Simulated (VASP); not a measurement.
Input of a VASP 6.6.1 run:

INCAR

```
PREC = Accurate ; ENCUT = 520
EDIFF = 1E-7 ; ISMEAR = -1
SIGMA = 0.1 ; LREAL = F
LASPH = T ; NELM = 80
ALGO = Normal ; ISIF = 2
LWAVE = F ; LCHARG = F
LDIPOL = T ; IDIPOL = 3
DIPOL = 0.5 0.5 0.500 ; NBANDS = 26
```

Contents of KPOINTS:

```
Automatic mesh
0
Gamma
  6 6 1
```

File POSCAR:

```
WC
1.0
    3.1009234508      0.0000000000      0.0000000000
    1.5504617254      2.6854784836      0.0000000000
    0.0000000000      0.0000000000     13.7978400929
W C
2 2
Direct
    0.0000000000      0.0000000000      0.3623755578
    0.3333333333      0.3333333333      0.5458748141
    0.6666666667      0.6666666667      0.4541251859
    0.0000000000      1.0000000000      0.6376244422
```

Potentials or basis: VASP PAW LDA potentials, release 64 (W_sv, C).

Launch:

```bash
$ cat potpaw_LDA.64/W_sv/POTCAR potpaw_LDA.64/C/POTCAR > POTCAR
$ mpirun -np 1 vasp_std > vasp.out
```

Q: What does it give for the band gap on the k mesh?

A: Zero (band 18 reaches 0.44 eV, above the bottom of band 19 at 0.03 eV).

Q: Estimate the largest force.

A: 3.721 eV/Å.

Forces in eV/Å, atoms in the order of the input:
```
W    0.000  0.000  2.752
W    0.000  0.000  3.124
C    0.000  0.000 -2.155
C    0.000  0.000 -3.721
```

Caveat: the k points lie up to 0.39 Å⁻¹ apart; spin-orbit coupling is left out, which moves the levels of the heavy elements.
